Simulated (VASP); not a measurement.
# CaO (Fm-3m) in VASP: relaxation of cell and atoms with PBEsol

Aim: the relaxation of cell and atoms of CaO with PBEsol.

Everything below comes from runs of VASP 6.6.1. Logs are shortened: lines on timing, memory, paths and dates and some standing lists are left out, and cuts for length are marked.

### 1 The cell of the first run

The structure is cubic, space group Fm-3m (No. 225). Conventional cell: a = 4.767 Å, b = 4.767 Å, c = 4.767 Å, α = 90.00°, β = 90.00°, γ = 90.00°. Within 3.1 Å of Ca (site symmetry m-3m) lie 6 O at 2.38 Å. Within 3.1 Å of O (site symmetry m-3m) lie 6 Ca at 2.38 Å.

### 2 Relaxation of cell and atoms, PBEsol, target pressure 15 GPa, at which the enthalpy is minimised

File INCAR:

```
SYSTEM = CaO
ALGO = Normal
EDIFF = 1E-7
EDIFFG = -0.002
ENCUT = 600
GGA = PS
IBRION = 2
ISIF = 3
ISMEAR = 0
LASPH = .True.
LCHARG = .False.
LREAL = .False.
LWAVE = .False.
NELM = 60
NSW = 100
PREC = Accurate
PSTRESS = 150.0
SIGMA = 0.01
```

File KPOINTS:

```
k-points
0
Gamma
  8 8 8
  0 0 0
```

File POSCAR:

```
CaO
1.0
    2.3835762605      2.3835762605      0.0000000000
   -2.3835762605      2.3835762605      0.0000000000
    0.0000000000      2.3835762605      2.3835762605
Ca O
1 1
Direct
    0.0000000000      0.0000000000      0.0000000000
    0.5000000000      0.5000000000      0.0000000000
```

Potentials or basis: VASP PAW PBE potentials, release 64 (Ca_sv, O).

Launch:

```console
cat potpaw_PBE.64/Ca_sv/POTCAR potpaw_PBE.64/O/POTCAR > POTCAR
mpirun -np 1 vasp_std > vasp.out
```

OUTCAR:

```text
SYSTEM = CaO
   EDIFF = 1E-7
   EDIFFG = -0.002
   ENCUT = 600
   GGA = PS
   IBRION = 2
   ISIF = 3
   ISMEAR = 0
   LASPH = .True.
   LREAL = .False.
   NELM = 60
   NSW = 100
   PREC = Accurate
   PSTRESS = 150.0

 ion  position               nearest neighbor table
   1  0.000  0.000  0.000-   2 2.38   2 2.38   2 2.38   2 2.38   2 2.38   2 2.38
   2  0.500  0.500  0.000-   1 2.38   1 2.38   1 2.38   1 2.38   1 2.38   1 2.38

  LATTYP: Found a face centered cubic cell.
 ALAT       =     4.7671525210

  Lattice vectors:

 A1 = (   0.0000000000,   2.3835762605,   2.3835762605)
 A2 = (   2.3835762605,   0.0000000000,   2.3835762605)
 A3 = (   2.3835762605,   2.3835762605,   0.0000000000)

Analysis of symmetry for initial positions (statically):
=====================================================================
 Subroutine PRICEL returns:
 Original cell was already a primitive cell.

 Routine SETGRP: Setting up the symmetry group for a
 face centered cubic supercell.

 Subroutine GETGRP returns: Found 48 space group operations
 (whereof 48 operations were pure point group operations)
 out of a pool of 48 trial point group operations.

The static configuration has the point symmetry O_h .

Analysis of symmetry for dynamics (positions and initial velocities):
=====================================================================
 Subroutine PRICEL returns:
 Original cell was already a primitive cell.

 Routine SETGRP: Setting up the symmetry group for a
 face centered cubic supercell.

 Subroutine GETGRP returns: Found 48 space group operations
 (whereof 48 operations were pure point group operations)
 out of a pool of 48 trial point group operations.

The dynamic configuration has the point symmetry O_h .

 Subroutine INISYM returns: Found 48 space group operations
 (whereof 48 operations are pure point group operations),
 and found     1 'primitive' translations

----------------------------------------------------------------------------------------

                                     Primitive cell

  volume of cell :      27.0843

  direct lattice vectors                    reciprocal lattice vectors
     2.383576260  2.383576260  0.000000000     0.209768829  0.209768829 -0.209768829
    -2.383576260  2.383576260  0.000000000    -0.209768829  0.209768829 -0.209768829
     0.000000000  2.383576260  2.383576260     0.000000000  0.000000000  0.419537657

  length of vectors
     3.370885875  3.370885875  3.370885875     0.363330269  0.363330269  0.419537657

  position of ions in fractional coordinates (direct lattice)
     0.000000000  0.000000000  0.000000000
     0.500000000  0.500000000  0.000000000

  ion indices of the primitive-cell ions
   primitive index   ion index
                 1           1
                 2           2

----------------------------------------------------------------------------------------

 KPOINTS: k-points

Automatic generation of k-mesh.
 Grid dimensions read from file:
 generate k-points for:    8    8    8

 Generating k-lattice:

  Cartesian coordinates                     Fractional coordinates (reciprocal lattice)
     0.026221104  0.026221104 -0.026221104     0.125000000  0.000000000  0.000000000
    -0.026221104  0.026221104 -0.026221104     0.000000000  0.125000000  0.000000000
     0.000000000  0.000000000  0.052442207     0.000000000  0.000000000  0.125000000

  Length of vectors
     0.045416284  0.045416284  0.052442207

  Shift w.r.t. Gamma in fractional coordinates (k-lattice)
     0.000000000  0.000000000  0.000000000

 Subroutine IBZKPT returns following result:
 ===========================================

 Found     29 irreducible k-points:

 Following reciprocal coordinates:
            Coordinates               Weight
  0.000000  0.000000  0.000000      1.000000
  0.125000  0.000000  0.000000      8.000000
  0.250000  0.000000  0.000000      8.000000
  0.375000  0.000000  0.000000      8.000000
  0.500000  0.000000  0.000000      4.000000
  0.125000  0.125000  0.000000     12.000000
[... 16 lines left out ...]
  0.375000  0.250000  0.125000     48.000000
  0.500000  0.250000  0.125000     24.000000
 [... further k-points ...]
   k-points           NKPTS =     29   k-points in BZ     NKDIM =     29   number of bands    NBANDS=     12
   number of dos      NEDOS =    301   number of ions     NIONS =      2
   total plane-waves  NPLWV =  21952
   dimension x,y,z NGX =    28 NGY =   28 NGZ =   28
   dimension x,y,z NGXF=    56 NGYF=   56 NGZF=   56
   ions per type =               1   1
   NGX,Y,Z   is equivalent  to a cutoff of  13.81, 13.81, 13.81 a.u.
   NGXF,Y,Z  is equivalent  to a cutoff of  27.62, 27.62, 27.62 a.u.
 SYSTEM =  CaO
   PREC   = accura    normal or accurate (medium, high low for compatibility)
   ISTART =      0    job   : 0-new  1-cont  2-samecut
   ICHARG =      2    charge: 1-file 2-atom 10-const
   ISPIN  =      1    spin polarized calculation?
   LNONCOLLINEAR =      F non collinear calculations
   LSORBIT =      F    spin-orbit coupling
   LASPH  =      T    aspherical Exc in radial PAW
   ENCUT  =  600.0 eV  44.10 Ry    6.64 a.u.   6.73  6.73  6.73*2*pi/ulx,y,z
   NELM   =     60;   NELMIN=  2; NELMDL= -5     # of ELM steps
   EDIFF  = 0.1E-06   stopping-criterion for ELM
   LREAL  =      F    real-space projection
   EDIFFG = -.2E-02   stopping-criterion for IOM
   NSW    =    100    number of steps for IOM
   IBRION =      2    ionic relax: 0-MD 1-quasi-New 2-CG
   NFREE  =      1    steps in history (QN), initial steepest desc. (CG)
   ISIF   =      3    stress and relaxation
   ISYM   =      2    0-nonsym 1-usesym 2-fastsym
   POTIM  = 0.5000    time-step for ionic-motion
   TEBEG  =    0.0;   TEEND  =   0.0 temperature during run
   PSTRESS=  150.0 pullay stress
   NELECT =      16.0000    total number of electrons
   NUPDOWN=      -1.0000    fix difference up-down
   EMIN   =  10.00;   EMAX   =-10.00  energy-range for DOS
   EFERMI =   0.00;   METHOD = LEGACY
   ISMEAR =     0;   SIGMA  =   0.01  broadening in eV -4-tet -1-fermi 0-gaus
   EFERMI_NEDOS =   21; number of points for ismear=-14 and -15
   IALGO  =     38    algorithm
   IMIX   =      4    mixing-type and parameters
     AMIX     =   0.40;   BMIX     =  1.00
     AMIX_MAG =   1.60;   BMIX_MAG =  1.00
  volume/ion in A,a.u.               =      13.54        91.39
  Fermi-wavevector in a.u.,A,eV,Ry     =   1.373649  2.595820 25.672991  1.886912
  Thomas-Fermi vector in A             =   2.499147
   LORBIT       =      0    0 simple, 1 ext, 2 COOP (PROOUT), +10 PAW based schemes
   GGA     = PS    functional components
   LHFCALC =     F    Hartree Fock is set to
   AEXX    =    0.0000 exact exchange contribution
   IVDW    =     0    specifies the selected vdW correction
   LEPSILON=     F    determine dielectric tensor
   LRPA    =     F    only Hartree local field effects (RPA)
 conjugate gradient relaxation of ions
 non-spin polarized calculation
 Gauss-broadening in eV      SIGMA  =   0.01
  energy-cutoff  :      600.00
  volume of cell :       27.08
 maximum number of plane-waves:       934
   NGX = 13   NGY = 13   NGZ = 13

--------------------------------------- Ionic step        1  -------------------------------------------

 number of electron      15.9999997 magnetization

 Free energy of the ion-electron system (eV)
  ---------------------------------------------------
  ext. energy  EPLUGINS =         0.00000000
  ---------------------------------------------------
  free energy    TOTEN  =       -13.41322767 eV

  energy without entropy =      -13.41322767  energy(sigma->0) =      -13.41322767

------------------------ aborting loop because EDIFF is reached ----------------------------------------

  FORCE on cell =-STRESS in cart. coord.  units (eV):
  Direction    XX          YY          ZZ          XY          YZ          ZX
  --------------------------------------------------------------------------------------
  -------------------------------------------------------------------------------------
  Total        0.0958253      0.0958253      0.0958253      0.0000000     -0.0000000      0.0000000
  in kB        5.6685723      5.6685723      5.6685723      0.0000000     -0.0000000      0.0000000
  external PRESSURE =    -144.3314277 kB  Pullay stress =     150.0000000 kB
[... 175 lines left out ...]
  enthalpy is  TOTEN    =       -11.0018854530 eV   P V=        2.2990800139

--------------------------------------- Ionic step        6  -------------------------------------------

 number of electron      16.0000003 magnetization

 Free energy of the ion-electron system (eV)
  ---------------------------------------------------
  ext. energy  EPLUGINS =         0.00000000
  ---------------------------------------------------
  free energy    TOTEN  =       -13.29936841 eV

  energy without entropy =      -13.29936841  energy(sigma->0) =      -13.29936841

 E-fermi :   2.9911     XC(G=0): -11.3640

 val. band max:        2.9432939762   @ k =   0.0000   0.0000   0.0000
 cond. band min:       6.3830052795   @ k =   0.5000   0.5000   0.0000
 fundamental gap:      3.4397113034
 Fermi energy:         2.9911268335

 k-point     1 :       0.0000    0.0000    0.0000
  band No.  band energies     occupation
      1     -33.9818      2.00000
      2     -14.7039      2.00000
      3     -14.7039      2.00000
      4     -14.7039      2.00000
      5     -12.7434      2.00000
      6       2.9433      2.00000
      7       2.9433      2.00000
      8       2.9433      2.00000
      9       8.5711      0.00000
     10       9.4010      0.00000
     11       9.4010      0.00000
     12       9.4010      0.00000
[... 331 lines left out ...]
 k-point    24 :       0.5000    0.2500    0.1250
  band No.  band energies     occupation
      1     -33.7691      2.00000
      2     -16.1887      2.00000
      3     -15.0763      2.00000
      4     -14.8973      2.00000
      5     -11.3403      2.00000
      6       0.6505      2.00000
      7       1.6781      2.00000
      8       1.6853      2.00000
      9      10.1204      0.00000
     10      10.1879      0.00000
     11      12.4515      0.00000
     12      12.8616      0.00000

 [... further k-points ...]

------------------------ aborting loop because EDIFF is reached ----------------------------------------

  FORCE on cell =-STRESS in cart. coord.  units (eV):
  Direction    XX          YY          ZZ          XY          YZ          ZX
  --------------------------------------------------------------------------------------
  -------------------------------------------------------------------------------------
  Total        2.2986316      2.2986316      2.2986316     -0.0000000     -0.0000000      0.0000000
  in kB      150.0753777    150.0753777    150.0753777     -0.0000000     -0.0000000      0.0000000
  external PRESSURE =       0.0753777 kB  Pullay stress =     150.0000000 kB
[... 17 lines left out ...]
  FREE ENERGIE OF THE ION-ELECTRON SYSTEM (eV)
  ---------------------------------------------------
  free  energy   TOTEN  =       -13.2993684109 eV

  energy  without entropy=      -13.2993684109  energy(sigma->0) =      -13.29936841

  enthalpy is  TOTEN    =       -11.0018913426 eV   P V=        2.2974770683

 reached required accuracy - stopping structural energy minimisation
```

Run time: 30 s. Hardware: 1 thread of Intel Xeon 6975P-C (Granite Rapids), shared host; peak memory 0.17 GiB.

What came out:

* Free energy: -13.2994 eV
* Relaxed volume: 12.27 Å³/atom
* Relaxed cell: a = 3.262 Å, b = 3.262 Å, c = 3.262 Å, α = 60.00°, β = 60.00°, γ = 90.00°
* Space group after relaxing (to 0.1 Å): Fm-3m (No. 225)
* Energy change on relaxing (the run minimises the enthalpy): +56.9 meV/atom
* Ionic steps: 6
* Pressure after relaxing: 15.0 GPa
* Band gap on the k mesh: 3.44 eV (least direct gap 3.78 eV)

The path:
| step | energy change (eV) | largest force (eV/Å) | pressure (GPa) | volume (Å³) |
| --- | --- | --- | --- | --- |
| 1 | 0.0000 | 0.0000 | 0.57 | 27.08 |
| 2 | 0.3980 | 0.0000 | 32.62 | 22.58 |
| 3 | 0.1111 | 0.0000 | 14.79 | 24.57 |
| 4 | 0.1156 | 0.0000 | 15.14 | 24.52 |
| 5 | 0.1123 | 0.0000 | 14.91 | 24.56 |
| 6 | 0.1139 | 0.0000 | 15.01 | 24.54 |

Final structure:
```
Ca O
1.0
     2.30646    2.30646    0.00000
    -2.30646    2.30646    0.00000
     0.00000    2.30646    2.30646
Ca O
1 1
Direct
  0.00000 0.00000 0.00000
  0.50000 0.50000 0.00000
```

Caveat: the cell is relaxed towards a set pressure, so the run minimises the enthalpy, not the energy; the PAW data sets were made with another functional, which shifts forces and pressure a little. A k mesh can miss the band edges.
